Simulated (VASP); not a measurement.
Write the native input for VASP 6.6.1 that does the following.

* Task: relaxation of cell and atoms
* Functional: PBE
* Potentials or basis: VASP PAW PBE potentials, release 64 (Ru_pv)
* Cutoff: 500 eV
* k mesh: 8 × 8 × 8
* Occupations: gaussian, width 0.1 eV
* Spin: no spin polarisation
* Dipole correction: no
* Further INCAR settings: ALGO = Normal; EDIFF = 1e-07; IBRION = 2; EDIFFG = -0.05; NSW = 80; ISIF = 3

The structure of Ru lies in POSCAR:

```
Ru
1.0
    0.0000000000      1.9818218788      1.9818218788
    1.9818218788      0.0000000000      1.9818218788
    1.9818218788      1.9818218788      0.0000000000
Ru
1
Direct
    0.0000000000      0.0000000000      0.0000000000
```

This isn't the form of Ru at room conditions, which is hcp.

One way to write it, as run:

INCAR

```
  PREC = Accurate
  ENCUT = 500
  EDIFF = 1E-7
  ISMEAR = 0
  SIGMA = 0.1
  LREAL = False
  LASPH = True
  NELM = 120
  ALGO = Normal
  ISIF = 3
  LWAVE = False
  LCHARG = False
  GGA = PE
  IBRION = 2
  NSW = 80
  EDIFFG = -0.05
  GGA_COMPAT = False
  NELMIN = 4
```

KPOINTS

```
Automatic mesh
0
Gamma
  8 8 8
```

Potentials or basis: VASP PAW PBE potentials, release 64 (Ru_pv).

Command:

```console
$ cat potpaw_PBE.64/Ru_pv/POTCAR > POTCAR
$ mpirun -np 1 vasp_std > vasp.out
```

It gave:

```yaml
Relaxed_volume: 13.79 Å³/atom
Relaxed_cell: a = 2.691 Å, b = 2.691 Å, c = 2.691 Å, α = 60.00°, β = 60.00°, γ = 60.00°
Space_group_after_relaxing_to_0.1_Å: Fm-3m (No. 225)
Pressure_after_relaxing: 0.0 GPa
Band_gap_on_the_k_mesh: zero (bands 7 and 8 overlap by 3.06 eV)
```

Run time: 17 s on 1 thread of Intel(R) Xeon(R) Platinum 8488C (Sapphire Rapids), on a shared host, peak memory 0.13 GiB.
